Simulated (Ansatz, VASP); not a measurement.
**F in VASP and in Ansatz**

Contents of INCAR:

```
PREC     = Accurate       # precision mode
ENCUT    = 520            # plane-wave cutoff, eV
EDIFF    = 1E-6           # SCF threshold, eV
ISMEAR   = 0              # smearing method
SIGMA    = 0.05           # smearing width, eV
LREAL    = False          # projectors in reciprocal space
LASPH    = True           # aspherical terms in the spheres
NELM     = 100            # most SCF steps
ALGO     = Normal         # electronic algorithm
ISIF     = 2              # what is computed and relaxed
LWAVE    = False          # write WAVECAR
LCHARG   = True           # write CHGCAR
GGA      = PE             # functional
IVDW     = 12             # dispersion correction
LELF     = True           # ELF
LVHAR    = True         
NBANDS   = 22             # bands
```

The input KPOINTS:

```
regular mesh
0
Gamma
  8 8 4
```

The input POSCAR:

```
F
1.0
    2.7275771167     -1.7336339579      0.2878492166
    2.7275771167      1.7336339579      0.2878492166
   -0.8091229560      0.0000000000      6.5300711906
F
4
Direct
    0.9138648456      0.5855481450      0.0772625910
    0.4144518550      0.0861351544      0.4227374090
    0.0861351544      0.4144518550      0.9227374090
    0.5855481450      0.9138648456      0.5772625910
```

Input for Ansatz:

```yaml
crystal:
  lattice:
    - [2.7275771167, -1.7336339579, 0.2878492166]
    - [2.7275771167, 1.7336339579, 0.2878492166]
    - [-0.809122956, 0.0, 6.5300711906]
  atoms:
    - { symbol: F, position: [0.9138648456, 0.585548145, 0.077262591] }
    - { symbol: F, position: [0.414451855, 0.0861351544, 0.422737409] }
    - { symbol: F, position: [0.0861351544, 0.414451855, 0.922737409] }
    - { symbol: F, position: [0.585548145, 0.9138648456, 0.577262591] }
basis:
  ecutwfc: 520.0
kpoints:
  mp_grid: { grid: [8, 8, 4] }
hamiltonian:
  xc: pbe
  dispersion: d3bj
scf:
  occupations: { method: gaussian, width: 0.05 }
output:
  forces: true
  stress: true
  eigenvalues: true
```

Alike in both runs: task single point; functional PBE; dispersion D3(BJ); k mesh 8 × 8 × 4; occupations gaussian, width 0.05 eV; no spin polarisation.

|  | VASP | Ansatz |
| --- | --- | --- |
| version | VASP 6.6.1 | Ansatz 0.2.0 |
| potentials or method | VASP PAW PBE potentials, release 64 (F), cutoff 520 eV | scalar-relativistic, plane waves, PAW |
| valence electrons in the cell | 28 | 28 |

```tsv
	VASP	Ansatz	Ansatz less VASP
gap on the k mesh at the Fermi level (eV)	6.72	6.80	+0.081
least direct gap on the mesh (eV)	6.74	6.82	+0.081
rms of the force components (eV/Å)	11.352	9.947	-1.4057
```

Atom by atom the forces differ by 1.406 eV/Å (rms over components).

Noted on VASP's run: the standard files for N, O and F lose accuracy on very short bonds.
